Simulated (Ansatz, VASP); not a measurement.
## NbRh in VASP and in Ansatz

```
CELL_PARAMETERS angstrom
2.84200 0.00000 0.00000
0.00000 2.84200 0.00000
0.00000 0.00000 3.73282
ATOMIC_POSITIONS crystal
Nb 0.00000 0.00000 0.00000
Rh 0.50000 0.50000 0.50000
```

Change from the starting cell: zz strain of -2 %.

Alike in both runs: task single point; functional PBEsol; k mesh 14 × 14 × 11; occupations fermi-dirac, width 0.05 eV; no spin polarisation.

|  | VASP | Ansatz |
| --- | --- | --- |
| version | VASP 6.6.1 | Ansatz 0.2.0 |
| potentials or method | VASP PAW PBE potentials, release 64 (Nb_sv, Rh_pv), cutoff 520 eV | all-electron LAPW, scalar-relativistic |

|  | VASP | Ansatz | Ansatz less VASP |
| --- | --- | --- | --- |
| pressure (GPa) | 4.5 | 4.7 | +0.24 |
| traceless stress, the component that is largest in VASP (GPa) | 3.96 | 3.99 | +0.026 |

VASP's potentials were made for PBE, not for PBEsol. Ansatz ran all-electron here, and VASP with PAW potentials.
